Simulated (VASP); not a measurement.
# BN (zincblende type) (F-43m) in VASP: further runs, part 2 of 2

VASP 6.6.1. The steps go on from the part before.

## 4. Single point, PBEsol (volume scaled by 0.64)

Contents of INCAR:

```
SYSTEM = BN
PREC = Accurate ; ENCUT = 520
EDIFF = 1E-6 ; ISMEAR = -1
SIGMA = 0.08 ; LREAL = .FALSE.
LASPH = .TRUE. ; NELM = 60
ALGO = Normal ; ISIF = 2
LWAVE = .FALSE. ; LCHARG = .FALSE.
GGA = PS ; NBANDS = 11
```

Contents of KPOINTS:

```
regular mesh
0
G
  17 17 17
  0 0 0
```

Contents of POSCAR:

```
BN
1.0
    0.0000000000      1.5536269857      1.5536269857
    1.5536269857      0.0000000000      1.5536269857
    1.5536269857      1.5536269857      0.0000000000
B N
1 1
Direct
    0.0000000000      0.0000000000      0.0000000000
    0.2500000000      0.2500000000      0.2500000000
```

Run with:

```sh
$ cat potpaw_PBE.64/B/POTCAR potpaw_PBE.64/N/POTCAR > POTCAR
$ mpirun -np 1 vasp_std > vasp.out
```

It took 7.4 s on 1 thread of Intel Xeon Platinum 8488C (Sapphire Rapids), shared host; peak memory 0.11 GiB.

The run converged. Its results:

- Free energy: -14.7263 eV
- Pressure: 384.2 GPa
- Band gap on the k mesh: 4.72 eV, indirect (least direct gap 10.90 eV)

Levels at points of the mesh, in eV from the valence-band top:
| k point | band 2 | band 3 | band 4 | band 5 | band 6 | band 7 |
| --- | --- | --- | --- | --- | --- | --- |
| (0.00, 0.00, 0.00) | 0.00 | 0.00 | 0.00 | 10.90 | 10.90 | 10.90 |

Caveat: the PAW data sets were made with another functional, which shifts forces and pressure a little.

## 5. Single point, PBEsol (volume scaled by 0.64)

Contents of INCAR:

```
  ALGO = Normal
  EDIFF = 1E-7
  ENCUT = 520
  GGA = PS
  ISIF = 2
  ISMEAR = -1
  LASPH = True
  LCHARG = False
  LREAL = False
  LWAVE = False
  NBANDS = 11
  NELM = 100
  PREC = Accurate
  SIGMA = 0.08
```

Contents of KPOINTS:

```
k-points
0
Gamma
  17 17 17
```

POSCAR is that of step 4.

Potentials or basis: VASP PAW PBE potentials, release 64 (B, N).

Run with:

```sh
$ cat potpaw_PBE.64/B/POTCAR potpaw_PBE.64/N/POTCAR > POTCAR
$ mpirun -np 1 vasp_std > vasp.out
```

OUTCAR:

```text
EDIFF = 1E-7
   ENCUT = 520
   GGA = PS
   ISIF = 2
   ISMEAR = -1
   LASPH = True
   LREAL = False
   NELM = 100
   PREC = Accurate

 ion  position               nearest neighbor table
   1  0.000  0.000  0.000-   2 1.35   2 1.35   2 1.35   2 1.35
   2  0.250  0.250  0.250-   1 1.35   1 1.35   1 1.35   1 1.35

  LATTYP: Found a face centered cubic cell.
 ALAT       =     3.1072539714

  Lattice vectors:

 A1 = (   0.0000000000,   1.5536269857,   1.5536269857)
 A2 = (   1.5536269857,   0.0000000000,   1.5536269857)
 A3 = (   1.5536269857,   1.5536269857,   0.0000000000)

Analysis of symmetry for initial positions (statically):
=====================================================================
 Subroutine PRICEL returns:
 Original cell was already a primitive cell.

 Routine SETGRP: Setting up the symmetry group for a
 face centered cubic supercell.

 Subroutine GETGRP returns: Found 24 space group operations
 (whereof 24 operations were pure point group operations)
 out of a pool of 48 trial point group operations.

The static configuration has the point symmetry T_d .

Analysis of symmetry for dynamics (positions and initial velocities):
[... 161 lines left out ...]
 cond. band min:      18.8256383574   @ k =   0.4706   0.4706   0.0000
 fundamental gap:      4.7189368953
 Fermi energy:        15.5661840478

 k-point     1 :       0.0000    0.0000    0.0000
  band No.  band energies     occupation
      1     -12.3139      2.00000
      2      14.1067      2.00000
      3      14.1067      2.00000
      4      14.1067      2.00000
      5      25.0017      0.00000
      6      25.0017      0.00000
      7      25.0017      0.00000
      8      32.7544      0.00000
      9      47.8501      0.00000
     10      48.0669      0.00000
     11      48.0669      0.00000
[... 309 lines left out ...]
 k-point    24 :      -0.1176    0.0588    0.0000
  band No.  band energies     occupation
      1     -11.5796      2.00000
      2      10.9298      2.00000
      3      12.4150      2.00000
      4      13.7199      2.00000
      5      25.7481      0.00000
      6      26.5506      0.00000
      7      27.1655      0.00000
      8      33.6380      0.00000
      9      41.5356      0.00000
     10      42.5846      0.00000
     11      47.3684      0.00000

 [... further k-points ...]
[... 5 lines left out ...]
  --------------------------------------------------------------------------------------
  -------------------------------------------------------------------------------------
  Total       17.9830216     17.9830216     17.9830216     -0.0000000      0.0000000     -0.0000000
  in kB     3841.5189878   3841.5189878   3841.5189878     -0.0000000      0.0000000     -0.0000000
  external PRESSURE =    3841.5189878 kB  Pullay stress =       0.0000000 kB

 VOLUME and BASIS-vectors are now :
 -----------------------------------------------------------------------------
  energy-cutoff  :      520.00
  volume of cell :        7.50
      direct lattice vectors                 reciprocal lattice vectors
     0.000000000  1.553626986  1.553626986    -0.321827572  0.321827572  0.321827572
     1.553626986  0.000000000  1.553626986     0.321827572 -0.321827572  0.321827572
     1.553626986  1.553626986  0.000000000     0.321827572  0.321827572 -0.321827572

 POSITION                                       TOTAL-FORCE (eV/Angst)
 -----------------------------------------------------------------------------------
      0.00000      0.00000      0.00000         0.000000      0.000000      0.000000
      0.77681      0.77681      0.77681        -0.000000     -0.000000     -0.000000
 -----------------------------------------------------------------------------------
    total drift:                               -0.000001     -0.000001     -0.000001

  FREE ENERGIE OF THE ION-ELECTRON SYSTEM (eV)
  ---------------------------------------------------
  free  energy   TOTEN  =       -14.7263202035 eV

  energy  without entropy=      -14.7263202034  energy(sigma->0) =      -14.72632020
```

Wall time 7.6 s (1 thread of Intel Xeon Platinum 8488C (Sapphire Rapids), shared host); peak memory 0.12 GiB.

What came out:

```
Free energy            : -14.7263 eV
Pressure               : 384.2 GPa
Band gap on the k mesh : 4.72 eV, indirect (least direct gap 10.89 eV)
```

Caveat: the PAW data sets were made with another functional, which shifts forces and pressure a little. A k mesh can miss the band edges.

## 6. Single point, PBEsol (volume scaled by 0.72)

Contents of INCAR:

```
SYSTEM = BN
PREC = Accurate ; ENCUT = 520
EDIFF = 1E-6 ; ISMEAR = -1
SIGMA = 0.08 ; LREAL = .FALSE.
LASPH = .TRUE. ; NELM = 60
ALGO = Normal ; ISIF = 2
LWAVE = .FALSE. ; LCHARG = .TRUE.
GGA = PS ; LELF = .TRUE.
LVHAR = .TRUE. ; NBANDS = 11
```

Contents of KPOINTS:

```
regular mesh
0
G
  17 17 17
  0 0 0
```

Contents of POSCAR:

```
BN
1.0
    0.0000000000      1.6158371800      1.6158371800
    1.6158371800      0.0000000000      1.6158371800
    1.6158371800      1.6158371800      0.0000000000
B N
1 1
Direct
    0.0000000000      0.0000000000      0.0000000000
    0.2500000000      0.2500000000      0.2500000000
```

Potentials or basis: VASP PAW PBE potentials, release 64 (B, N).

Run with:

```sh
$ cat potpaw_PBE.64/B/POTCAR potpaw_PBE.64/N/POTCAR > POTCAR
$ mpirun -np 1 vasp_std > vasp.out
```

Wall time 12 s (1 thread of Intel Xeon Platinum 8488C (Sapphire Rapids), shared host); peak memory 0.12 GiB.

The run converged. Its results:

```
Free energy            : -16.4963 eV
Pressure               : 230.4 GPa
Band gap on the k mesh : 4.63 eV, indirect (least direct gap 10.35 eV)
```

Levels at points of the mesh, in eV from the valence-band top:
```
           k point  band 1  band 2  band 3  band 4  band 5  band 6  band 7  band 8
(0.00, 0.00, 0.00)  -24.62    0.00    0.00    0.00   10.35   10.35   10.35   16.26
```

Caveat: the PAW data sets were made with another functional, which shifts forces and pressure a little. A k mesh can miss the band edges.

## 7. Overview

| task | cell | cutoff (eV) | gap on the mesh (eV) | pressure (GPa) |
| --- | --- | --- | --- | --- |
| relaxation of cell and atoms | relaxed from a = 3.047 Å, angles 60.0°, 2 atoms | 600 | 4.33 | 0.0 |
| single point | a = 2.197 Å, angles 60.0°, 2 atoms | 520 | 4.72 | 384.2 |
| single point | a = 2.285 Å, angles 60.0°, 2 atoms | 520 | 4.63 | 230.4 |

Alike in all rows: level PBEsol; potentials or basis VASP PAW PBE potentials, release 64 (B, N); no spin polarisation; k mesh 17 × 17 × 17; smearing fermi-dirac 0.08 eV.

Caveats: the PAW data sets were made with another functional, which shifts forces and pressure a little.

Absolute energies hang on the potentials; compare differences alone.
